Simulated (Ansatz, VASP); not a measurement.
# BiRu3: VASP beside Ansatz

INCAR

```
SYSTEM = BiRu3
ALGO = Normal
EDIFF = 1E-6
ENCUT = 500
GGA = PE
GGA_COMPAT = .False.
ISIF = 2
ISMEAR = 0
LASPH = .True.
LCHARG = .False.
LREAL = .False.
LWAVE = .False.
NBANDS = 36
NELM = 120
PREC = Accurate
SIGMA = 0.1
```

Contents of KPOINTS:

```
k-points
0
Gamma
  4 4 4
  0 0 0
```

The input POSCAR:

```
BiRu3
1.0
    4.0833908303      0.0000000000      0.0000000000
    0.0000000000      4.0833908303      0.0000000000
    0.0000000000      0.0000000000      4.0833908303
Bi Ru
1 3
Direct
    0.0000000000      0.0000000000      0.0000000000
    0.0000000000      0.5000000000      0.5000000000
    0.5000000000      0.0000000000      0.5000000000
    0.5000000000      0.5000000000      0.0000000000
```

Input for Ansatz:

```yaml
crystal:
  lattice:
    - [4.0833908303, 0.0, 0.0]
    - [0.0, 4.0833908303, 0.0]
    - [0.0, 0.0, 4.0833908303]
  atoms:
    - { symbol: Bi, position: [0.0, 0.0, 0.0] }
    - { symbol: Ru, position: [0.0, 0.5, 0.5] }
    - { symbol: Ru, position: [0.5, 0.0, 0.5] }
    - { symbol: Ru, position: [0.5, 0.5, 0.0] }
basis:
  ecutwfc: 420
kpoints:
  mp_grid: { grid: [4, 4, 4] }
hamiltonian:
  xc: pbe
scf:
  occupations: { method: gaussian, width: 0.1 }
  lower_state_search: "off"
output:
  forces: true
  stress: true
  eigenvalues: true
```

Alike in both runs: task single point; functional PBE; k mesh 4 × 4 × 4; occupations gaussian, width 0.1 eV; no spin polarisation.

|  | VASP | Ansatz |
| --- | --- | --- |
| version | VASP 6.6.1 | Ansatz 0.2.0 |
| potentials or method | VASP PAW PBE potentials, release 64 (Bi_d, Ru_pv), cutoff 500 eV | scalar-relativistic, plane waves, PAW |
| valence electrons in the cell | 57 | 63 |

VASP gave:

- gap on the k mesh at the Fermi level (eV): none
- pressure (GPa): -6.8

What did Ansatz give for the same quantities?

gap on the k mesh at the Fermi level (eV): none; pressure (GPa): -6.9.

A gap of «none» marks a metal or a gap that the smearing closes. VASP's potentials hold 57 valence electrons a cell and Ansatz's 63, so a difference there can come from the potentials and not from the codes.

The k mesh is coarse, so the values compare programs but aren't converged. Neither program's run includes spin-orbit coupling.
